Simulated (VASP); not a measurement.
**CdTe: electric field gradients with PBE**

Crystal: CdTe.

```
Cd Te
1.0
     0.00000    3.20500    3.20500
     3.20500    0.00000    3.20500
     3.20500    3.20500    0.00000
Cd Te
1 1
Direct
  0.00000 0.00000 0.00000
  0.75000 0.75000 0.75000
```

| Property | Result |
| --- | --- |
| Program | VASP 6.6.1 |
| Task | electric field gradients |
| Functional | PBE |
| Potentials or basis | VASP PAW PBE potentials, release 64 (Cd, Te) |
| Cutoff | 520 eV |
| k mesh | 9 × 9 × 9 |
| Occupations | fermi-dirac, width 0.08 eV |
| Spin | no spin polarisation |
| Dipole correction | no |
| Further INCAR settings | ALGO = Normal; EDIFF = 1e-08; NBANDS = 16 |

The pressure is 4.4 GPa. The band gap on the k mesh is 0.87 eV, direct.

Levels at points of the mesh, in eV from the valence-band top:
```csv
k point,band 5,band 6,band 7,band 8,band 9,band 10,band 11,band 12,band 13,band 14
"(0.00, 0.00, 0.00)",-8.12,-8.12,0.00,0.00,0.00,0.87,4.58,4.58,4.58,7.51
```

Wall time 25 s on 1 thread of Intel(R) Xeon(R) 6975P-C (Granite Rapids), on a shared host, peak memory 0.22 GiB.

Caveat: without QUAD_EFG the Cq values of the log hold for a quadrupole moment of 1 mb, not for the nuclei; spin-orbit coupling is left out, which moves the levels of the heavy elements. As with any semilocal functional, this PBE gap is likely too small.
